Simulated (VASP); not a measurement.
A run of VASP 6.6.1 is set up as follows.

The input POSCAR:

```
Pt
1.0
    2.7606656158      0.0000000000      0.0000000000
   -1.3803328079      2.3908065546      0.0000000000
    0.0000000000      0.0000000000      4.7921340000
Pt
2
Direct
    0.3284440000      0.6879730000      0.2528560000
    0.6733180000      0.3227900000      0.7433810000
```

INCAR.step1

```
SYSTEM = Pt
PREC     = Accurate       ! precision mode
ENCUT    = 520            ! plane-wave cutoff, eV
ISMEAR   = 0              ! smearing method
SIGMA    = 0.05           ! smearing width, eV
LREAL    = .False.        ! projectors in reciprocal space
LASPH    = .True.         ! aspherical terms in the spheres
NELM     = 80             ! most SCF steps
NBANDS   = 17             ! bands
GGA      = PE             ! functional
ALGO     = Normal         ! electronic algorithm
EDIFF    = 1E-4           ! SCF threshold, eV
LWAVE    = .True.         ! write WAVECAR
LCHARG   = .False.        ! write CHGCAR
```

The input INCAR.step2:

```
SYSTEM = Pt
PREC     = Accurate       ! precision mode
ENCUT    = 520            ! plane-wave cutoff, eV
EDIFF    = 1E-6           ! SCF threshold, eV
ISMEAR   = 0              ! smearing method
SIGMA    = 0.05           ! smearing width, eV
LREAL    = .False.        ! projectors in reciprocal space
LASPH    = .True.         ! aspherical terms in the spheres
NELM     = 80             ! most SCF steps
ALGO     = Normal         ! electronic algorithm
ISIF     = 2              ! what is computed and relaxed
LWAVE    = .False.        ! write WAVECAR
LCHARG   = .False.        ! write CHGCAR
METAGGA  = R2SCAN         ! meta-GGA
LMIXTAU  = .True.       
NBANDS   = 17             ! bands
ISTART   = 1
```

The input KPOINTS:

```
Automatic mesh
0
Gamma
  8 8 4
  0 0 0
```

Potentials or basis: VASP PAW PBE potentials, release 64 (Pt).

The run is started by

```sh
$ cat potpaw_PBE.64/Pt/POTCAR > POTCAR
$ cp INCAR.step1 INCAR
$ mpirun -np 1 vasp_std > vasp.out
$ cp INCAR.step2 INCAR
$ mpirun -np 1 vasp_std > vasp.out
```

Question: Estimate the pressure.

Answer: -5.3 GPa.

Question: Estimate the largest force.

Answer: 0.452 eV/Å.

Question: Predict the band gap on the k mesh.

Answer: Zero (band 10 reaches 10.65 eV, above the bottom of band 11 at 9.27 eV).

Stress tensor (GPa, compression positive):
```
-4.93 -0.36 -0.13
-0.36 -5.19  0.27
-0.13  0.27 -5.71
```

Caveat: the PAW data sets were made with another functional, which shifts forces and pressure a little; spin-orbit coupling is left out, which moves the levels of the heavy elements.
